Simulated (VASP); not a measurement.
Write the native input for VASP 6.6.1 that does the following.

```
Task                   : single point
Functional             : r2SCAN
Potentials or basis    : VASP PAW PBE potentials, release 64 (Zn, W_sv)
Cutoff                 : 520 eV
k mesh                 : 6 × 6 × 2
Occupations            : gaussian, width 0.1 eV
Spin                   : no spin polarisation
Dipole correction      : no
Further INCAR settings : ALGO = Normal; EDIFF = 1e-06; NBANDS = 47
```

The system is Zn2W.

```
Zn W
1.0
     2.79345    0.00000    0.00000
    -1.39672    2.41920    0.00000
     0.00000    0.00000   13.17860
Zn W
4 2
Direct
  0.33333 0.66667 0.58073
  0.66667 0.33333 0.08073
  0.33333 0.66667 0.91927
  0.66667 0.33333 0.41927
  0.33333 0.66667 0.25000
  0.66667 0.33333 0.75000
```

The input as run:

POSCAR

```
Zn2W
1.0
    2.7934476962      0.0000000000      0.0000000000
   -1.3967238481      2.4191966690      0.0000000000
    0.0000000000      0.0000000000     13.1786046838
Zn W
4 2
Direct
    0.3333333333      0.6666666667      0.5807322088
    0.6666666667      0.3333333333      0.0807322088
    0.3333333333      0.6666666667      0.9192677912
    0.6666666667      0.3333333333      0.4192677912
    0.3333333333      0.6666666667      0.2500000000
    0.6666666667      0.3333333333      0.7500000000
```

INCAR.step1

```
PREC = Accurate
ENCUT = 520
ISMEAR = 0
SIGMA = 0.1
LREAL = False
LASPH = True
NELM = 100
NBANDS = 47
GGA = PE
ALGO = Normal
EDIFF = 1E-4
LWAVE = True
LCHARG = False
```

INCAR.step2

```
PREC = Accurate
ENCUT = 520
EDIFF = 1E-6
ISMEAR = 0
SIGMA = 0.1
LREAL = False
LASPH = True
NELM = 100
ALGO = Normal
ISIF = 2
LWAVE = False
LCHARG = True
METAGGA = R2SCAN
LMIXTAU = True
LELF = True
LVHAR = True
NBANDS = 47
ISTART = 1
```

KPOINTS

```
regular mesh
0
Gamma
  6 6 2
```

Potentials or basis: VASP PAW PBE potentials, release 64 (Zn, W_sv).

Run with:

```console
$ cat potpaw_PBE.64/Zn/POTCAR potpaw_PBE.64/W_sv/POTCAR > POTCAR
$ cp INCAR.step1 INCAR
$ mpirun -np 1 vasp_std > vasp.out
$ cp INCAR.step2 INCAR
$ mpirun -np 1 vasp_std > vasp.out
```

Results of the run:

* Pressure: 0.6 GPa
* Largest force: 0.013 eV/Å
* Band gap on the k mesh: zero (bands 38 and 39 overlap by 0.31 eV)

Caveat: the k points lie up to 0.43 Å⁻¹ apart; the PAW data sets were made with another functional, which shifts forces and pressure a little; spin-orbit coupling is left out, which moves the levels of the heavy elements.

It took 2.9 min on 1 thread of AMD EPYC 9R45 96-Core Processor (Zen 5), on a shared host, peak memory 0.22 GiB.
